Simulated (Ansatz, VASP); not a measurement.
# Tl2FeH6 in VASP and in Ansatz

File INCAR:

```
PREC = Accurate
ENCUT = 520
EDIFF = 1E-6
ISMEAR = -1
SIGMA = 0.1
LREAL = F
LASPH = T
NELM = 100
ALGO = Normal
ISIF = 2
LWAVE = F
LCHARG = T
GGA = PE
LELF = T
LVHAR = T
NBANDS = 30
```

File KPOINTS:

```
regular mesh
0
Gamma
  8 8 8
```

Contents of POSCAR:

```
Tl2FeH6
1.0
    0.0000000000      3.5111160000      3.5111160000
    3.5111160000      0.0000000000      3.5111160000
    3.5111160000      3.5111160000      0.0000000000
H Fe Tl
6 1 2
Direct
    0.7580000000      0.2420000000      0.2420000000
    0.2420000000      0.7580000000      0.2420000000
    0.2420000000      0.7580000000      0.7580000000
    0.7580000000      0.2420000000      0.7580000000
    0.2420000000      0.2420000000      0.7580000000
    0.7580000000      0.7580000000      0.2420000000
    0.0000000000      0.0000000000      0.0000000000
    0.2500000000      0.2500000000      0.2500000000
    0.7500000000      0.7500000000      0.7500000000
```

Input for Ansatz:

```yaml
crystal:
  lattice:
    - [0.0, 3.511116, 3.511116]
    - [3.511116, 0.0, 3.511116]
    - [3.511116, 3.511116, 0.0]
  atoms:
    - { symbol: H, position: [0.758, 0.242, 0.242] }
    - { symbol: H, position: [0.242, 0.758, 0.242] }
    - { symbol: H, position: [0.242, 0.758, 0.758] }
    - { symbol: H, position: [0.758, 0.242, 0.758] }
    - { symbol: H, position: [0.242, 0.242, 0.758] }
    - { symbol: H, position: [0.758, 0.758, 0.242] }
    - { symbol: Fe, position: [0.0, 0.0, 0.0] }
    - { symbol: Tl, position: [0.25, 0.25, 0.25] }
    - { symbol: Tl, position: [0.75, 0.75, 0.75] }
  symmetry: { tolerance: 0.0003 }
kpoints:
  mp_grid: { grid: [8, 8, 8], shift: [0, 0, 0] }
  band_path:
    path:
      - [0.0, 0.0, 0.0]
      - [0.5, 0.0, 0.5]
      - [0.625, 0.25, 0.625]
      - [0.375, 0.375, 0.75]
      - [0.0, 0.0, 0.0]
      - [0.5, 0.5, 0.5]
      - [0.5, 0.25, 0.75]
      - [0.5, 0.0, 0.5]
    npoints: 8
magnetization:
  spin_polarized: false
scf:
  occupations: { method: fermi_dirac }
  lower_state_search: "off"
  max_iter: 200
hamiltonian:
  pseudopotentials: { kind: paw }
  xc: pbe
basis:
  ecutwfc: 420
  fft_grid_basis: typed
output:
  forces: true
  stress: true
  eigenvalues: true
  bader: true
  populations: true
  elf: true
  write_potential: true
  volumetric_format: npy
  dos:
    e_range: [-12, 8]
    de: 0.05
    projected: { site_lists: { Fe: [Fe], H: [H], Tl: [Tl] } }
checkpoint:
  read: saved_state
```

Alike in both runs: task single point; functional PBE; k mesh 8 × 8 × 8; no spin polarisation.

|  | VASP | Ansatz |
| --- | --- | --- |
| version | VASP 6.6.1 | Ansatz 0.2.0 |
| potentials or method | VASP PAW PBE potentials, release 64 (H, Fe, Tl_d), cutoff 520 eV | PAW plane waves |
| occupations | fermi-dirac, width 0.1 eV | fermi-dirac |
| valence electrons in the cell | 40 | 48 |

|  | VASP | Ansatz | Ansatz less VASP |
| --- | --- | --- | --- |
| pressure (GPa) | 1.2 | 1.3 | +0.17 |
| rms of the force components (eV/Å) | 0.394 | 0.401 | +0.0069 |

Atom by atom the forces differ by 0.007 eV/Å (rms over components). VASP's potentials hold 40 valence electrons a cell and Ansatz's 48, so a difference there can come from the potentials and not from the codes.

Spin-orbit coupling is off throughout.
